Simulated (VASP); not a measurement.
# Pb (Fm-3m) in VASP: further runs

The runs below take Pb through single point, with BLYP+D4, PBE.

Program: VASP 6.6.1. These are calculated values, not measurements. Logs are shortened: lines on timing, memory, paths and dates and some standing lists are left out, and cuts for length are marked.

## (1) The cell of the first run

It takes space group Fm-3m (No. 225, cubic). The conventional cell has a = 4.950 Å, b = 4.950 Å, c = 4.950 Å, α = 90.00°, β = 90.00°, γ = 90.00°. Within 4.6 Å of Pb (site symmetry m-3m) lie 12 Pb at 3.50 Å.

## (2) Single point, BLYP+D4

Input file INCAR:

```
SYSTEM = Pb
  PREC = Accurate
  ENCUT = 520
  EDIFF = 1E-6
  ISMEAR = -5
  SIGMA = 0.05
  LREAL = .False.
  LASPH = .True.
  NELM = 80
  ALGO = Fast
  ISIF = 2
  LWAVE = .False.
  LCHARG = .False.
  GGA = B5
  ALDAX = 1.0
  AGGAX = 1.0
  AGGAC = 1.0
  ALDAC = 0.0
  IVDW = 13
  VDW_S6 = 1.0
  VDW_S8 = 2.34076671
  VDW_A1 = 0.44488865
  VDW_A2 = 4.0933009
  NBANDS = 13
```

Input file KPOINTS:

```
regular mesh
0
Gamma
  9 9 9
  0 0 0
```

Input file POSCAR:

```
Pb
1.0
    0.0000000000      2.4750200000      2.4750200000
    2.4750200000      0.0000000000      2.4750200000
    2.4750200000      2.4750200000      0.0000000000
Pb
1
Direct
    0.0000000000      0.0000000000      0.0000000000
```

Potentials or basis: VASP PAW PBE potentials, release 64 (Pb_d).

The run is started by

```bash
> cat potpaw_PBE.64/Pb_d/POTCAR > POTCAR
> mpirun -np 1 vasp_std > vasp.out
```

OUTCAR:

```text
SYSTEM = Pb
   PREC = Accurate
   ENCUT = 520
   EDIFF = 1E-6
   ISMEAR = -5
   LREAL = .False.
   LASPH = .True.
   NELM = 80
   ISIF = 2
   GGA = B5
   IVDW = 13

 ion  position               nearest neighbor table
   1  0.000  0.000  0.000-

  LATTYP: Found a face centered cubic cell.
 ALAT       =     4.9500400000

  Lattice vectors:

 A1 = (   0.0000000000,   2.4750200000,   2.4750200000)
 A2 = (   2.4750200000,   0.0000000000,   2.4750200000)
 A3 = (   2.4750200000,   2.4750200000,   0.0000000000)

Analysis of symmetry for initial positions (statically):
[... 5 lines left out ...]
 face centered cubic supercell.

 Subroutine GETGRP returns: Found 48 space group operations
 (whereof 48 operations were pure point group operations)
 out of a pool of 48 trial point group operations.

The static configuration has the point symmetry O_h .

Analysis of symmetry for dynamics (positions and initial velocities):
[... 5 lines left out ...]
 face centered cubic supercell.

 Subroutine GETGRP returns: Found 48 space group operations
 (whereof 48 operations were pure point group operations)
 out of a pool of 48 trial point group operations.

The dynamic configuration has the point symmetry O_h .

 Subroutine INISYM returns: Found 48 space group operations
 (whereof 48 operations are pure point group operations),
 and found     1 'primitive' translations

----------------------------------------------------------------------------------------

                                     Primitive cell

  volume of cell :      30.3226

  direct lattice vectors                    reciprocal lattice vectors
     0.000000000  2.475020000  2.475020000    -0.202018570  0.202018570  0.202018570
     2.475020000  0.000000000  2.475020000     0.202018570 -0.202018570  0.202018570
     2.475020000  2.475020000  0.000000000     0.202018570  0.202018570 -0.202018570

  length of vectors
     3.500206851  3.500206851  3.500206851     0.349906427  0.349906427  0.349906427

  position of ions in fractional coordinates (direct lattice)
     0.000000000  0.000000000  0.000000000

  ion indices of the primitive-cell ions
   primitive index   ion index
                 1           1

----------------------------------------------------------------------------------------

 KPOINTS: regular mesh

Automatic generation of k-mesh.
 Grid dimensions read from file:
 generate k-points for:    9    9    9

 Generating k-lattice:

  Cartesian coordinates                     Fractional coordinates (reciprocal lattice)
    -0.022446508  0.022446508  0.022446508     0.111111111  0.000000000  0.000000000
     0.022446508 -0.022446508  0.022446508     0.000000000  0.111111111  0.000000000
     0.022446508  0.022446508 -0.022446508     0.000000000  0.000000000  0.111111111

  Length of vectors
     0.038878492  0.038878492  0.038878492

  Shift w.r.t. Gamma in fractional coordinates (k-lattice)
     0.000000000  0.000000000  0.000000000

 TETIRR: Found    115 inequivalent tetrahedra from     4374

 Subroutine IBZKPT returns following result:
 ===========================================

 Found     35 irreducible k-points:

 Following reciprocal coordinates:
            Coordinates               Weight
  0.000000  0.000000  0.000000      1.000000
  0.111111  0.000000  0.000000      8.000000
  0.222222  0.000000  0.000000      8.000000
  0.333333  0.000000  0.000000      8.000000
  0.444444  0.000000  0.000000      8.000000
  0.111111  0.111111  0.000000      6.000000
[... 16 lines left out ...]
 -0.333333  0.333333  0.000000     12.000000
  0.444444  0.444444  0.000000      6.000000
 [... further k-points ...]
   k-points           NKPTS =     35   k-points in BZ     NKDIM =     35   number of bands    NBANDS=     13
   number of dos      NEDOS =    301   number of ions     NIONS =      1
   total plane-waves  NPLWV =  21952
   dimension x,y,z NGX =    28 NGY =   28 NGZ =   28
   dimension x,y,z NGXF=    56 NGYF=   56 NGZF=   56
   ions per type =               1
   NGX,Y,Z   is equivalent  to a cutoff of  13.30, 13.30, 13.30 a.u.
   NGXF,Y,Z  is equivalent  to a cutoff of  26.60, 26.60, 26.60 a.u.
 SYSTEM =  Pb
   PREC   = accura    normal or accurate (medium, high low for compatibility)
   ISTART =      0    job   : 0-new  1-cont  2-samecut
   ICHARG =      2    charge: 1-file 2-atom 10-const
   ISPIN  =      1    spin polarized calculation?
   LNONCOLLINEAR =      F non collinear calculations
   LSORBIT =      F    spin-orbit coupling
   LASPH  =      T    aspherical Exc in radial PAW
   ENCUT  =  520.0 eV  38.22 Ry    6.18 a.u.   6.51  6.51  6.51*2*pi/ulx,y,z
   NELM   =     80;   NELMIN=  2; NELMDL= -5     # of ELM steps
   EDIFF  = 0.1E-05   stopping-criterion for ELM
   LREAL  =      F    real-space projection
   EDIFFG = 0.1E-04   stopping-criterion for IOM
   NSW    =      0    number of steps for IOM
   IBRION =     -1    ionic relax: 0-MD 1-quasi-New 2-CG
   NFREE  =      0    steps in history (QN), initial steepest desc. (CG)
   ISIF   =      2    stress and relaxation
   ISYM   =      2    0-nonsym 1-usesym 2-fastsym
   POTIM  = 0.5000    time-step for ionic-motion
   TEBEG  =    0.0;   TEEND  =   0.0 temperature during run
   PSTRESS=    0.0 pullay stress
   NELECT =      14.0000    total number of electrons
   NUPDOWN=      -1.0000    fix difference up-down
   EMIN   =  10.00;   EMAX   =-10.00  energy-range for DOS
   EFERMI =   0.00;   METHOD = LEGACY
   ISMEAR =    -5;   SIGMA  =   0.05  broadening in eV -4-tet -1-fermi 0-gaus
   EFERMI_NEDOS =   21; number of points for ismear=-14 and -15
   IALGO  =     68    algorithm
   IMIX   =      4    mixing-type and parameters
     AMIX     =   0.40;   BMIX     =  1.00
     AMIX_MAG =   1.60;   BMIX_MAG =  1.00
  volume/ion in A,a.u.               =      30.32       204.63
  Fermi-wavevector in a.u.,A,eV,Ry     =   1.265306  2.391081 21.782907  1.600999
  Thomas-Fermi vector in A             =   2.398566
   LORBIT       =      0    0 simple, 1 ext, 2 COOP (PROOUT), +10 PAW based schemes
   GGA     = B5    functional components
   LHFCALC =     F    Hartree Fock is set to
   AEXX    =    0.0000 exact exchange contribution
   IVDW    =    13    specifies the selected vdW correction
   LEPSILON=     F    determine dielectric tensor
   LRPA    =     F    only Hartree local field effects (RPA)
 non-spin polarized calculation
 RMM-DIIS sequential band-by-band and
 Fermi weights with tetrahedron method with Bloechl corrections
  energy-cutoff  :      520.00
  volume of cell :       30.32
 maximum number of plane-waves:       869
 NGX is ok and might be reduce to    28
   NGX = 13   NGY = 13   NGZ = 13

 number of electron      13.9999999 magnetization

 Free energy of the ion-electron system (eV)
  ---------------------------------------------------
  ext. energy  EPLUGINS =         0.00000000
  ---------------------------------------------------
  free energy    TOTEN  =        -2.80273712 eV

  energy without entropy =       -2.80273712  energy(sigma->0) =       -2.80273712

 E-fermi :   7.8812     XC(G=0):  -9.5927

 val. band max:        7.7153584094   @ k =   0.3333   0.3333   0.0000
 cond. band min:       7.6750126630   @ k =  -0.2222   0.3333   0.1111
 fundamental gap:     -0.0403457464
 Fermi energy:         7.8812021285

 k-point     1 :       0.0000    0.0000    0.0000
  band No.  band energies     occupation
      1      -9.2972      2.00000
      2      -9.2972      2.00000
      3      -9.2972      2.00000
      4      -9.1548      2.00000
      5      -9.1548      2.00000
      6      -4.0078      2.00000
      7      15.0178      0.00000
      8      15.0178      0.00000
      9      15.0178      0.00000
     10      17.8282      0.00000
     11      19.5946      0.00000
     12      20.3934      0.00000
     13      20.3934      0.00000

 k-point     2 :       0.1111    0.0000    0.0000
  band No.  band energies     occupation
      1      -9.2975      2.00000
      2      -9.2805      2.00000
      3      -9.2805      2.00000
      4      -9.1547      2.00000
      5      -9.1547      2.00000
      6      -3.7719      2.00000
      7      12.7768      0.00000
      8      14.7462      0.00000
      9      14.7462      0.00000
     10      17.4248      0.00000
     11      20.4608      0.00000
     12      20.8690      0.00000
     13      20.8694      0.00000

 k-point     3 :       0.2222    0.0000    0.0000
  band No.  band energies     occupation
      1      -9.3020      2.00000
      2      -9.2605      2.00000
      3      -9.2605      2.00000
      4      -9.1316      2.00000
      5      -9.1316      2.00000
      6      -3.0670      2.00000
      7       9.3662     -0.08933
      8      14.1573      0.00000
      9      14.1573      0.00000
     10      17.0992      0.00000
     11      19.9054      0.00000
     12      20.5288      0.00000
     13      20.5288      0.00000
[... 305 lines left out ...]
 k-point    23 :      -0.3333    0.3333    0.0000
  band No.  band energies     occupation
      1      -9.3510      2.00000
      2      -9.1905      2.00000
      3      -9.1438      2.00000
      4      -9.1214      2.00000
      5      -9.0569      2.00000
      6       0.4787      2.00000
      7       6.0423      2.00000
      8       6.2764      2.32179
      9      11.3529      0.00000
     10      15.0121      0.00000
     11      21.6660      0.00000
     12      23.2376      0.00000
     13      23.3189      0.00000

 k-point    24 :       0.4444    0.4444    0.0000
  band No.  band energies     occupation
      1      -9.4555      2.00000
      2      -9.3614      2.00000
      3      -9.0326      2.00000
      4      -8.9935      2.00000
      5      -8.9935      2.00000
      6       0.5048      2.00000
      7       5.0880      2.00000
      8       9.8658      0.00000
      9       9.8658      0.00000
     10      13.6369      0.00000
     11      14.7511      0.00000
     12      25.9906      0.00000
     13      27.7863      0.00000

 [... further k-points ...]

------------------------ aborting loop because EDIFF is reached ----------------------------------------

  DFT-D4 for vdW energy calculation

  Edisp (eV):   -0.79063

  FORCE on cell =-STRESS in cart. coord.  units (eV):
  Direction    XX          YY          ZZ          XY          YZ          ZX
  --------------------------------------------------------------------------------------
  -------------------------------------------------------------------------------------
  Total       0.41645     0.41645     0.41645    -0.00000    -0.00000    -0.00000
  in kB      22.00431    22.00431    22.00431    -0.00000    -0.00000    -0.00000
  external pressure =       22.00 kB  Pullay stress =        0.00 kB

 VOLUME and BASIS-vectors are now :
 -----------------------------------------------------------------------------
  energy-cutoff  :      520.00
  volume of cell :       30.32
      direct lattice vectors                 reciprocal lattice vectors
     0.000000000  2.475020000  2.475020000    -0.202018570  0.202018570  0.202018570
     2.475020000  0.000000000  2.475020000     0.202018570 -0.202018570  0.202018570
     2.475020000  2.475020000  0.000000000     0.202018570  0.202018570 -0.202018570

 POSITION                                       TOTAL-FORCE (eV/Angst)
 -----------------------------------------------------------------------------------
      0.00000      0.00000      0.00000        -0.000000      0.000000     -0.000000
 -----------------------------------------------------------------------------------
    total drift:                               -0.000000     -0.000000     -0.000000

  FREE ENERGIE OF THE ION-ELECTRON SYSTEM (eV)
  ---------------------------------------------------
  free  energy   TOTEN  =        -3.5933622800 eV

  energy  without entropy=       -3.5933622800  energy(sigma->0) =       -3.59336228
```

Wall time 47 s (1 thread of AMD EPYC, shared host); peak memory 0.12 GiB.

Results:

- Free energy: -3.5934 eV
- Pressure: 2.2 GPa
- Band gap on the k mesh: zero (band 7 reaches 15.02 eV, above the bottom of band 8 at 6.28 eV)
- Dispersion energy per atom: -0.791 eV

Caveat: the PAW data sets were made with another functional, which shifts forces and pressure a little; spin-orbit coupling is left out, which moves the levels of the heavy elements; pairwise dispersion overbinds metals, which lowers pressure and volume; tetrahedron occupations give inexact forces and stress in metals.

## (3) Single point, PBE

Input file INCAR:

```
SYSTEM = Pb
ALGO = Fast
EDIFF = 1E-6
ENCUT = 520
GGA = PE
ISIF = 2
ISMEAR = 0
LASPH = .True.
LCHARG = .False.
LREAL = .False.
LWAVE = .False.
NBANDS = 13
NELM = 60
PREC = Accurate
SIGMA = 0.019000000000000003
```

Input file KPOINTS:

```
k-points
0
Gamma
  9 9 9
  0 0 0
```

POSCAR is that of step 2.

Potentials or basis: VASP PAW PBE potentials, release 64 (Pb_d).

The run is started by

```bash
> cat potpaw_PBE.64/Pb_d/POTCAR > POTCAR
> mpirun -np 1 vasp_std > vasp.out
```

OUTCAR:

```text
SYSTEM = Pb
   EDIFF = 1E-6
   ENCUT = 520
   GGA = PE
   ISIF = 2
   ISMEAR = 0
   LASPH = .True.
   LREAL = .False.
   NELM = 60
   PREC = Accurate

 ion  position               nearest neighbor table
   1  0.000  0.000  0.000-

  LATTYP: Found a face centered cubic cell.
 ALAT       =     4.9500400000

  Lattice vectors:

 A1 = (   0.0000000000,   2.4750200000,   2.4750200000)
 A2 = (   2.4750200000,   0.0000000000,   2.4750200000)
 A3 = (   2.4750200000,   2.4750200000,   0.0000000000)

Analysis of symmetry for initial positions (statically):
[... 5 lines left out ...]
 face centered cubic supercell.

 Subroutine GETGRP returns: Found 48 space group operations
 (whereof 48 operations were pure point group operations)
 out of a pool of 48 trial point group operations.

The static configuration has the point symmetry O_h .

Analysis of symmetry for dynamics (positions and initial velocities):
[... 5 lines left out ...]
 face centered cubic supercell.

 Subroutine GETGRP returns: Found 48 space group operations
 (whereof 48 operations were pure point group operations)
 out of a pool of 48 trial point group operations.
[... 148 lines left out ...]

 E-fermi :   7.1449     XC(G=0): -10.1860

 val. band max:        6.9152815832   @ k =  -0.3333   0.3333   0.1111
 cond. band min:       7.1463458495   @ k =  -0.2222   0.3333   0.1111
 fundamental gap:      0.2310642663
 Fermi energy:         7.1449400961

 k-point     1 :       0.0000    0.0000    0.0000
  band No.  band energies     occupation
      1      -9.7953      2.00000
      2      -9.7953      2.00000
      3      -9.7953      2.00000
      4      -9.6552      2.00000
      5      -9.6552      2.00000
      6      -4.4739      2.00000
      7      14.6988      0.00000
      8      14.6988      0.00000
      9      14.6988      0.00000
     10      17.0447      0.00000
     11      18.6199      0.00000
     12      19.7652      0.00000
     13      19.7652      0.00000
[... 354 lines left out ...]
  band No.  band energies     occupation
      1      -9.9536      2.00000
      2      -9.8618      2.00000
      3      -9.5354      2.00000
      4      -9.4966      2.00000
      5      -9.4966      2.00000
      6       0.1217      2.00000
      7       4.5682      2.00000
      8       9.4310      0.00000
      9       9.4310      0.00000
     10      12.7576      0.00000
     11      13.9744      0.00000
     12      25.5437      0.00000
     13      27.2453      0.00000

 [... further k-points ...]
[... 5 lines left out ...]
  --------------------------------------------------------------------------------------
  -------------------------------------------------------------------------------------
  Total        0.4159613      0.4159613      0.4159613      0.0000000      0.0000000     -0.0000000
  in kB       21.9784669     21.9784669     21.9784669      0.0000000      0.0000000     -0.0000000
  external PRESSURE =      21.9784669 kB  Pullay stress =       0.0000000 kB

 VOLUME and BASIS-vectors are now :
 -----------------------------------------------------------------------------
  energy-cutoff  :      520.00
  volume of cell :       30.32
      direct lattice vectors                 reciprocal lattice vectors
     0.000000000  2.475020000  2.475020000    -0.202018570  0.202018570  0.202018570
     2.475020000  0.000000000  2.475020000     0.202018570 -0.202018570  0.202018570
     2.475020000  2.475020000  0.000000000     0.202018570  0.202018570 -0.202018570

 POSITION                                       TOTAL-FORCE (eV/Angst)
 -----------------------------------------------------------------------------------
      0.00000      0.00000      0.00000         0.000000     -0.000000      0.000000
 -----------------------------------------------------------------------------------
    total drift:                               -0.000000     -0.000000     -0.000000

  FREE ENERGIE OF THE ION-ELECTRON SYSTEM (eV)
  ---------------------------------------------------
  free  energy   TOTEN  =        -3.5682153854 eV

  energy  without entropy=       -3.5678644033  energy(sigma->0) =       -3.56803989
```

stdout:

```text
POSCAR found type information on POSCAR Pb
 POSCAR found :  1 types and       1 ions
 scaLAPACK will be used
 LDA part: xc-table for (Slater+PW92), standard interpolation
 POSCAR, INCAR and KPOINTS ok, starting setup
 FFT: planning ... GRIDC
 FFT: planning ... GRID_SOFT
 FFT: planning ... GRID
 WAVECAR not read
 entering main loop
```

Run time: 35 s. Hardware: 1 thread of AMD EPYC, shared host; peak memory 0.12 GiB.

What came out:

```
Free energy            : -3.5682 eV
Pressure               : 2.2 GPa
Band gap on the k mesh : zero (band 7 reaches 14.70 eV, above the bottom of band 8 at 5.74 eV)
```

Levels at points of the mesh, in eV from the Fermi level:
```tsv
k point	band 4	band 5	band 6	band 7	band 8	band 9	band 10	band 11
(0.00, 0.00, 0.00)	-16.80	-16.80	-11.62	7.55	7.55	7.55	9.90	11.47
```

Caveat: spin-orbit coupling is left out, which moves the levels of the heavy elements.
